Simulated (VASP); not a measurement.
Set up this calculation in VASP 6.6.1, as the native input.

```
Task                   : single point
Functional             : PBE
Potentials or basis    : VASP PAW PBE potentials, release 64 (K_sv, I)
Cutoff                 : 520 eV
k mesh                 : 6 × 6 × 6
Occupations            : fermi-dirac, width 0.02 eV
Spin                   : no spin polarisation
Dipole correction      : no
Further INCAR settings : ALGO = Normal; EDIFF = 1e-06; NBANDS = 15
```

The structure of KI lies in POSCAR:

```
KI
1.0
    0.0000000000      3.8865762157      3.8865762157
    3.8865762157      0.0000000000      3.8865762157
    3.8865762157      3.8865762157      0.0000000000
K I
1 1
Direct
    0.0000000000      0.0000000000      0.0000000000
    0.2500000000      0.2500000000      0.2500000000
```

This cell differs from its parent crystal: strain -2.0%.

These files were run (other wordings do the same):

INCAR

```
ALGO = Normal
EDIFF = 1E-6
ENCUT = 520
GGA = PE
ISIF = 2
ISMEAR = -1
LASPH = True
LCHARG = False
LREAL = False
LWAVE = False
NBANDS = 15
NELM = 80
PREC = Accurate
SIGMA = 0.02
```

KPOINTS

```
k-points
0
Gamma
  6 6 6
```

Potentials or basis: VASP PAW PBE potentials, release 64 (K_sv, I).

Run with:

```sh
$ cat potpaw_PBE.64/K_sv/POTCAR potpaw_PBE.64/I/POTCAR > POTCAR
$ mpirun -np 1 vasp_std > vasp.out
```

Results of the run:

```yaml
Pressure: 0.7 GPa
Band_gap_on_the_k_mesh: 4.03 eV, indirect (least direct gap 4.03 eV)
```

Caveat: the cell differs from its parent crystal (strain -2.0%); spin-orbit coupling is left out, which moves the levels of the heavy elements.

It took 35 s on 1 thread of Intel(R) Xeon(R) Platinum 8259CL CPU @ 2.50GHz (Skylake/Cascade Lake), on a shared host, peak memory 0.26 GiB.
